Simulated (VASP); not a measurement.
Set up this calculation in VASP 6.6.1, as the native input.

```yaml
Task: single point
Functional: PBEsol
Potentials_or_basis: VASP PAW PBE potentials, release 64 (Au)
Cutoff: 520 eV
k_mesh: 16 × 14 × 10
Occupations: gaussian, width 0.1 eV
Spin: no spin polarisation
Dipole_correction: no
Further_INCAR_settings: ALGO = Fast; EDIFF = 1e-07; NBANDS = 18
```

The structure of Au lies in POSCAR:

```
Au
1.0
    2.8484106153     -0.0176241042      0.3515851940
   -0.0284762181      2.8488493873      0.3764526029
   -0.4894549352     -0.5254052517      3.9390419730
Au
2
Direct
    0.2500000000      0.2500000000      0.7500000000
    0.7500000000      0.7500000000      0.2500000000
```

These files were run (other wordings do the same):

INCAR

```
PREC     = Accurate       # precision mode
ENCUT    = 520            # plane-wave cutoff, eV
EDIFF    = 1E-7           # SCF threshold, eV
ISMEAR   = 0              # smearing method
SIGMA    = 0.1            # smearing width, eV
LREAL    = False          # projectors in reciprocal space
LASPH    = True           # aspherical terms in the spheres
NELM     = 100            # most SCF steps
ALGO     = Fast           # electronic algorithm
ISIF     = 2              # what is computed and relaxed
LWAVE    = False          # write WAVECAR
LCHARG   = True           # write CHGCAR
GGA      = PS             # functional
LELF     = True           # ELF
LVHAR    = True         
NBANDS   = 18             # bands
```

KPOINTS

```
regular mesh
0
Gamma
  16 14 10
```

Potentials or basis: VASP PAW PBE potentials, release 64 (Au).

The run is started by

```console
$ cat potpaw_PBE.64/Au/POTCAR > POTCAR
$ mpirun -np 1 vasp_std > vasp.out
```

Results of the run:

| Property | Result |
| --- | --- |
| Pressure | 5.5 GPa |
| Band gap on the k mesh | zero (bands 11 and 12 overlap by 7.51 eV) |

Caveat: the cell stands under pressure; the PAW data sets were made with another functional, which shifts forces and pressure a little; spin-orbit coupling is left out, which moves the levels of the heavy elements.

Wall time 2.1 min on 1 thread of Intel(R) Xeon(R) 6975P-C (Granite Rapids) (shared host), peak memory 0.41 GiB.
